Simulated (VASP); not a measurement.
A run of VASP 6.6.1:

Contents of INCAR:

```
SYSTEM = Te2Mo
ALGO     = Normal         ! electronic algorithm
EDIFF    = 1E-6           ! SCF threshold, eV
ENCUT    = 500            ! plane-wave cutoff, eV
GGA      = PE             ! functional
GGA_COMPAT= .FALSE.      
ISIF     = 2              ! what is computed and relaxed
ISMEAR   = 0              ! smearing method
IVDW     = 12             ! dispersion correction
LASPH    = .TRUE.         ! aspherical terms in the spheres
LCHARG   = .TRUE.         ! write CHGCAR
LELF     = .TRUE.         ! ELF
LREAL    = .FALSE.        ! projectors in reciprocal space
LVHAR    = .TRUE.       
LWAVE    = .FALSE.        ! write WAVECAR
NBANDS   = 35             ! bands
NELM     = 120            ! most SCF steps
PREC     = Accurate       ! precision mode
SIGMA    = 0.02           ! smearing width, eV
```

KPOINTS

```
k-points
0
G
  3 3 1
  0 0 0
```

Contents of POSCAR:

```
Te2Mo
1.0
    3.5182000000      0.0000000000      0.0000000000
   -1.7591000000      3.0468505760      0.0000000000
    0.0000000000      0.0000000000     13.9736000000
Te Mo
4 2
Direct
    0.3333333330      0.6666666670      0.6210000000
    0.6666666670      0.3333333330      0.1210000000
    0.3333333330      0.6666666670      0.8790000000
    0.6666666670      0.3333333330      0.3790000000
    0.3333333330      0.6666666670      0.2500000000
    0.6666666670      0.3333333330      0.7500000000
```

Potentials or basis: VASP PAW PBE potentials, release 64 (Te, Mo_sv).

The run is started by

```sh
$ cat potpaw_PBE.64/Te/POTCAR potpaw_PBE.64/Mo_sv/POTCAR > POTCAR
$ mpirun -np 1 vasp_std > vasp.out
```

Hardware: 1 thread of Intel Xeon 6975P-C, with other jobs on the host.

Estimate the wall time of this run.

It took 30 s on 1 thread of Intel Xeon 6975P-C, with other jobs on the host, peak memory 0.27 GiB. Counts: scf iterations 15, k points 3.
